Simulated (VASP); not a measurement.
# LiF (P6_3mc) in VASP: further runs

Runs on LiF. Level: PBE. Tasks: single point.

All numbers are computed with VASP 6.6.1; they aren't measurements. Logs are shortened: lines on timing, memory, paths and dates and some standing lists are left out, and cuts for length are marked.

## 1. The cell of the first run

The structure is hexagonal, space group P6_3mc (No. 186). The conventional cell has a = 3.214 Å, b = 3.214 Å, c = 4.637 Å, α = 90.00°, β = 90.00°, γ = 120.00°. Within 2.2 Å of Li (site symmetry 3m) lie 4 F at 1.65 to 1.97 Å. Within 2.2 Å of F (site symmetry 3m) lie 4 Li at 1.65 to 1.97 Å.

## 2. Single point, PBE (c/a of the conventional cell at fixed volume 1.4427)

INCAR reads:

```
SYSTEM = LiF
PREC = Accurate
ENCUT = 520
EDIFF = 1E-6
ISMEAR = 0
SIGMA = 0.05
LREAL = .False.
LASPH = .True.
NELM = 100
ALGO = Normal
ISIF = 2
LWAVE = .False.
LCHARG = .False.
GGA = PE
NBANDS = 18
```

KPOINTS reads:

```
regular mesh
0
Gamma
  9 9 6
  0 0 0
```

POSCAR reads:

```
LiF
1.0
    3.2140071864      0.0000000000      0.0000000000
   -1.6070035932      2.7834118714      0.0000000000
    0.0000000000      0.0000000000      4.6368481678
Li F
2 2
Direct
    0.3333333333      0.6666666667      0.3504708074
    0.6666666667      0.3333333333      0.8504708074
    0.3333333333      0.6666666667      0.9939266766
    0.6666666667      0.3333333333      0.4939266766
```

Potentials or basis: VASP PAW PBE potentials, release 64 (Li_sv, F).

The run is started by

```bash
$ cat potpaw_PBE.64/Li_sv/POTCAR potpaw_PBE.64/F/POTCAR > POTCAR
$ mpirun -np 1 vasp_std > vasp.out
```

OUTCAR:

```text
SYSTEM = LiF
   PREC = Accurate
   ENCUT = 520
   EDIFF = 1E-6
   ISMEAR = 0
   LREAL = .False.
   LASPH = .True.
   NELM = 100
   ISIF = 2
   GGA = PE

 ion  position               nearest neighbor table
   1  0.333  0.667  0.350-   3 1.65   4 1.97   4 1.97   4 1.97
   2  0.667  0.333  0.850-   4 1.65   3 1.97   3 1.97   3 1.97
   3  0.333  0.667  0.994-   1 1.65   2 1.97   2 1.97   2 1.97
   4  0.667  0.333  0.494-   2 1.65   1 1.97   1 1.97   1 1.97

  LATTYP: Found a hexagonal cell.
 ALAT       =     3.2140071864
 C/A-ratio  =     1.4427000000

  Lattice vectors:

 A1 = (   3.2140071864,   0.0000000000,   0.0000000000)
 A2 = (  -1.6070035932,   2.7834118714,   0.0000000000)
 A3 = (   0.0000000000,   0.0000000000,   4.6368481678)

Analysis of symmetry for initial positions (statically):
=====================================================================
 Subroutine PRICEL returns:
 Original cell was already a primitive cell.

 Routine SETGRP: Setting up the symmetry group for a
 hexagonal supercell.

 Subroutine GETGRP returns: Found 12 space group operations
 (whereof  6 operations were pure point group operations)
 out of a pool of 24 trial point group operations.

The static configuration has the point symmetry C_3v.
 The point group associated with its full space group is C_6v.

Analysis of symmetry for dynamics (positions and initial velocities):
=====================================================================
 Subroutine PRICEL returns:
 Original cell was already a primitive cell.

 Routine SETGRP: Setting up the symmetry group for a
 hexagonal supercell.

 Subroutine GETGRP returns: Found 12 space group operations
 (whereof  6 operations were pure point group operations)
 out of a pool of 24 trial point group operations.

The dynamic configuration has the point symmetry C_3v.
 The point group associated with its full space group is C_6v.

 Subroutine INISYM returns: Found 12 space group operations
 (whereof  6 operations are pure point group operations),
 and found     1 'primitive' translations

----------------------------------------------------------------------------------------

                                     Primitive cell

  volume of cell :      41.4808

  direct lattice vectors                    reciprocal lattice vectors
     3.214007186  0.000000000  0.000000000     0.311138072  0.179635650  0.000000000
    -1.607003593  2.783411871  0.000000000     0.000000000  0.359271299  0.000000000
     0.000000000  0.000000000  4.636848168     0.000000000  0.000000000  0.215663736

  length of vectors
     3.214007186  3.214007186  4.636848168     0.359271299  0.359271299  0.215663736

  position of ions in fractional coordinates (direct lattice)
     0.333333333  0.666666667  0.350470807
     0.666666667  0.333333333  0.850470807
     0.333333333  0.666666667  0.993926677
     0.666666667  0.333333333  0.493926677

  ion indices of the primitive-cell ions
   primitive index   ion index
                 1           1
                 2           2
                 3           3
                 4           4

----------------------------------------------------------------------------------------

 KPOINTS: regular mesh

Automatic generation of k-mesh.
 Grid dimensions read from file:
 generate k-points for:    9    9    6

 Generating k-lattice:

  Cartesian coordinates                     Fractional coordinates (reciprocal lattice)
     0.034570897  0.019959517  0.000000000     0.111111111 -0.000000000  0.000000000
     0.000000000  0.039919033  0.000000000     0.000000000  0.111111111  0.000000000
     0.000000000  0.000000000  0.035943956     0.000000000  0.000000000  0.166666667

  Length of vectors
     0.039919033  0.039919033  0.035943956

  Shift w.r.t. Gamma in fractional coordinates (k-lattice)
     0.000000000  0.000000000  0.000000000

 Subroutine IBZKPT returns following result:
 ===========================================

 Found     48 irreducible k-points:

 Following reciprocal coordinates:
            Coordinates               Weight
  0.000000  0.000000  0.000000      1.000000
  0.111111  0.000000  0.000000      6.000000
  0.222222  0.000000  0.000000      6.000000
  0.333333  0.000000  0.000000      6.000000
  0.444444  0.000000  0.000000      6.000000
  0.111111  0.111111  0.000000      6.000000
[... 16 lines left out ...]
  0.333333  0.222222  0.166667     24.000000
  0.333333  0.333333  0.166667      4.000000
 [... further k-points ...]
   k-points           NKPTS =     48   k-points in BZ     NKDIM =     48   number of bands    NBANDS=     18
   number of dos      NEDOS =    301   number of ions     NIONS =      4
   total plane-waves  NPLWV =  20736
   dimension x,y,z NGX =    24 NGY =   24 NGZ =   36
   dimension x,y,z NGXF=    48 NGYF=   48 NGZF=   72
   ions per type =               2   2
   NGX,Y,Z   is equivalent  to a cutoff of  12.41, 12.41, 12.91 a.u.
   NGXF,Y,Z  is equivalent  to a cutoff of  24.83, 24.83, 25.81 a.u.
 SYSTEM =  LiF
   PREC   = accura    normal or accurate (medium, high low for compatibility)
   ISTART =      0    job   : 0-new  1-cont  2-samecut
   ICHARG =      2    charge: 1-file 2-atom 10-const
   ISPIN  =      1    spin polarized calculation?
   LNONCOLLINEAR =      F non collinear calculations
   LSORBIT =      F    spin-orbit coupling
   LASPH  =      T    aspherical Exc in radial PAW
   ENCUT  =  520.0 eV  38.22 Ry    6.18 a.u.   5.98  5.98  8.62*2*pi/ulx,y,z
   NELM   =    100;   NELMIN=  2; NELMDL= -5     # of ELM steps
   EDIFF  = 0.1E-05   stopping-criterion for ELM
   LREAL  =      F    real-space projection
   EDIFFG = 0.1E-04   stopping-criterion for IOM
   NSW    =      0    number of steps for IOM
   IBRION =     -1    ionic relax: 0-MD 1-quasi-New 2-CG
   NFREE  =      0    steps in history (QN), initial steepest desc. (CG)
   ISIF   =      2    stress and relaxation
   ISYM   =      2    0-nonsym 1-usesym 2-fastsym
   POTIM  = 0.5000    time-step for ionic-motion
   TEBEG  =    0.0;   TEEND  =   0.0 temperature during run
   PSTRESS=    0.0 pullay stress
   NELECT =      20.0000    total number of electrons
   NUPDOWN=      -1.0000    fix difference up-down
   EMIN   =  10.00;   EMAX   =-10.00  energy-range for DOS
   EFERMI =   0.00;   METHOD = LEGACY
   ISMEAR =     0;   SIGMA  =   0.05  broadening in eV -4-tet -1-fermi 0-gaus
   EFERMI_NEDOS =   21; number of points for ismear=-14 and -15
   IALGO  =     38    algorithm
   IMIX   =      4    mixing-type and parameters
     AMIX     =   0.40;   BMIX     =  1.00
     AMIX_MAG =   1.60;   BMIX_MAG =  1.00
  volume/ion in A,a.u.               =      10.37        69.98
  Fermi-wavevector in a.u.,A,eV,Ry     =   1.283716  2.425872 22.421420  1.647928
  Thomas-Fermi vector in A             =   2.415953
   LORBIT       =      0    0 simple, 1 ext, 2 COOP (PROOUT), +10 PAW based schemes
   GGA     = PE    functional components
   LHFCALC =     F    Hartree Fock is set to
   AEXX    =    0.0000 exact exchange contribution
   IVDW    =     0    specifies the selected vdW correction
   LEPSILON=     F    determine dielectric tensor
   LRPA    =     F    only Hartree local field effects (RPA)
 non-spin polarized calculation
 Gauss-broadening in eV      SIGMA  =   0.05
  energy-cutoff  :      520.00
  volume of cell :       41.48
 maximum number of plane-waves:      1134
 NGX is ok and might be reduce to    24
   NGX = 11   NGY = 11   NGZ = 17

 number of electron      20.0000031 magnetization

 Free energy of the ion-electron system (eV)
  ---------------------------------------------------
  ext. energy  EPLUGINS =         0.00000000
  ---------------------------------------------------
  free energy    TOTEN  =       -19.01431774 eV

  energy without entropy =      -19.01431774  energy(sigma->0) =      -19.01431774

 E-fermi :  -2.5210     XC(G=0):  -8.6127

 val. band max:       -2.8022807113   @ k =   0.1111   0.0000   0.0000
 cond. band min:       4.8295957292   @ k =   0.0000   0.0000   0.0000
 fundamental gap:      7.6318764405
 Fermi energy:        -2.5209834228

 k-point     1 :       0.0000    0.0000    0.0000
  band No.  band energies     occupation
      1     -43.1889      2.00000
      2     -43.1385      2.00000
      3     -22.0616      2.00000
      4     -21.8672      2.00000
      5      -4.6256      2.00000
      6      -3.2299      2.00000
[... 10 lines left out ...]
     17      16.2236      0.00000
     18      19.2570      0.00000

 k-point     2 :       0.1111    0.0000    0.0000
  band No.  band energies     occupation
      1     -43.1861      2.00000
      2     -43.1385      2.00000
      3     -22.0463      2.00000
      4     -21.8622      2.00000
      5      -4.5849      2.00000
      6      -3.3384      2.00000
[... 10 lines left out ...]
     17      16.3501      0.00000
     18      18.2647      0.00000

 k-point     3 :       0.2222    0.0000    0.0000
  band No.  band energies     occupation
      1     -43.1788      2.00000
      2     -43.1388      2.00000
      3     -22.0067      2.00000
      4     -21.8518      2.00000
      5      -4.4923      2.00000
      6      -3.6489      2.00000
[... 10 lines left out ...]
     17      16.3369      0.00000
     18      16.9549      0.00000

 k-point     4 :       0.3333    0.0000    0.0000
  band No.  band energies     occupation
      1     -43.1692      2.00000
      2     -43.1403      2.00000
      3     -21.9552      2.00000
      4     -21.8446      2.00000
      5      -4.4964      2.00000
      6      -3.8908      2.00000
[... 10 lines left out ...]
     17      15.8068      0.00000
     18      17.4063      0.00000

 k-point     5 :       0.4444    0.0000    0.0000
  band No.  band energies     occupation
      1     -43.1613      2.00000
      2     -43.1429      2.00000
      3     -21.9136      2.00000
      4     -21.8478      2.00000
      5      -4.6441      2.00000
      6      -3.8695      2.00000
[... 10 lines left out ...]
     17      15.4862      0.00000
     18      17.7156      0.00000

 k-point     6 :       0.1111    0.1111    0.0000
  band No.  band energies     occupation
      1     -43.1810      2.00000
      2     -43.1386      2.00000
      3     -22.0190      2.00000
      4     -21.8548      2.00000
      5      -4.5130      2.00000
      6      -3.5573      2.00000
[... 10 lines left out ...]
     17      16.5719      0.00000
     18      17.8000      0.00000

 k-point     7 :       0.2222    0.1111    0.0000
  band No.  band energies     occupation
      1     -43.1725      2.00000
      2     -43.1396      2.00000
      3     -21.9729      2.00000
      4     -21.8458      2.00000
      5      -4.4247      2.00000
      6      -3.9529      2.00000
[... 10 lines left out ...]
     17      16.7468      0.00000
     18      17.0705      0.00000

 k-point     8 :       0.3333    0.1111    0.0000
  band No.  band energies     occupation
      1     -43.1634      2.00000
      2     -43.1420      2.00000
      3     -21.9253      2.00000
      4     -21.8450      2.00000
      5      -4.5330      2.00000
      6      -4.0412      2.00000
[... 10 lines left out ...]
     17      16.0507      0.00000
     18      17.5432      0.00000
[... 229 lines left out ...]
     17      16.6193      0.00000
     18      17.5424      0.00000

 k-point    20 :       0.3333    0.1111    0.1667
  band No.  band energies     occupation
      1     -43.1620      2.00000
      2     -43.1435      2.00000
      3     -21.9212      2.00000
      4     -21.8517      2.00000
      5      -4.4998      2.00000
      6      -4.0326      2.00000
[... 10 lines left out ...]
     17      16.2098      0.00000
     18      17.7608      0.00000

 k-point    21 :       0.4444    0.1111    0.1667
  band No.  band energies     occupation
      1     -43.1577      2.00000
      2     -43.1451      2.00000
      3     -21.8986      2.00000
      4     -21.8549      2.00000
      5      -4.6056      2.00000
      6      -3.9420      2.00000
[... 10 lines left out ...]
     17      15.9676      0.00000
     18      17.8915      0.00000

 k-point    22 :       0.2222    0.2222    0.1667
  band No.  band energies     occupation
      1     -43.1627      2.00000
      2     -43.1432      2.00000
      3     -21.9254      2.00000
      4     -21.8508      2.00000
      5      -4.2919      2.00000
      6      -4.2721      2.00000
[... 10 lines left out ...]
     17      16.9041      0.00000
     18      17.9292      0.00000

 k-point    23 :       0.3333    0.2222    0.1667
  band No.  band energies     occupation
      1     -43.1559      2.00000
      2     -43.1461      2.00000
      3     -21.8914      2.00000
      4     -21.8552      2.00000
      5      -4.5107      2.00000
      6      -4.0989      2.00000
[... 10 lines left out ...]
     17      16.4661      0.00000
     18      18.0062      0.00000

 k-point    24 :       0.3333    0.3333    0.1667
  band No.  band energies     occupation
      1     -43.1503      2.00000
      2     -43.1503      2.00000
      3     -21.8681      2.00000
      4     -21.8681      2.00000
      5      -4.5260      2.00000
      6      -3.9878      2.00000
[... 10 lines left out ...]
     17      15.9474      0.00000
     18      17.8539      0.00000

 [... further k-points ...]

------------------------ aborting loop because EDIFF is reached ----------------------------------------

  FORCE on cell =-STRESS in cart. coord.  units (eV):
  Direction    XX          YY          ZZ          XY          YZ          ZX
  --------------------------------------------------------------------------------------
  -------------------------------------------------------------------------------------
  Total       -0.8667470     -0.8667470      4.3478968      0.0000000      0.0000000      0.0000000
  in kB      -33.4777094    -33.4777094    167.9355392      0.0000000      0.0000000      0.0000000
  external PRESSURE =      33.6600402 kB  Pullay stress =       0.0000000 kB

 VOLUME and BASIS-vectors are now :
 -----------------------------------------------------------------------------
  energy-cutoff  :      520.00
  volume of cell :       41.48
      direct lattice vectors                 reciprocal lattice vectors
     3.214007186  0.000000000  0.000000000     0.311138072  0.179635650  0.000000000
    -1.607003593  2.783411871  0.000000000     0.000000000  0.359271299  0.000000000
     0.000000000  0.000000000  4.636848168     0.000000000  0.000000000  0.215663736

 POSITION                                       TOTAL-FORCE (eV/Angst)
 -----------------------------------------------------------------------------------
     -0.00000      1.85561      1.62508        -0.000000      0.000000      1.421498
      1.60700      0.92780      3.94350         0.000000      0.000000      1.421498
     -0.00000      1.85561      4.60869        -0.000000      0.000000     -1.421498
      1.60700      0.92780      2.29026         0.000000     -0.000000     -1.421498
 -----------------------------------------------------------------------------------
    total drift:                                0.000001      0.000001     -0.013381

  FREE ENERGIE OF THE ION-ELECTRON SYSTEM (eV)
  ---------------------------------------------------
  free  energy   TOTEN  =       -19.0143177425 eV

  energy  without entropy=      -19.0143177425  energy(sigma->0) =      -19.01431774
```

It took 22 s on 1 thread of Intel Xeon Platinum 8488C (Sapphire Rapids), shared host; peak memory 0.16 GiB.

What came out:

```yaml
Free_energy: -19.0143 eV
Largest_force: 1.421 eV/Å
Band_gap_on_the_k_mesh: 7.63 eV, indirect (the least direct gap lies 0.7 meV higher)
```

Forces on the atoms (eV/Å):
```
Li   0.000  0.000  1.421
Li   0.000  0.000  1.421
F    0.000  0.000 -1.421
F    0.000  0.000 -1.421
```

Caveat: the cutoff is under 1.25 times the usual one of these potentials, so pressure, stress and relaxed cells hold a basis-set (Pulay) error; forces of over 1 eV/Å act on the atoms, so gaps and moduli don't describe the material at rest.

(Part 1 of 2 ends here.)
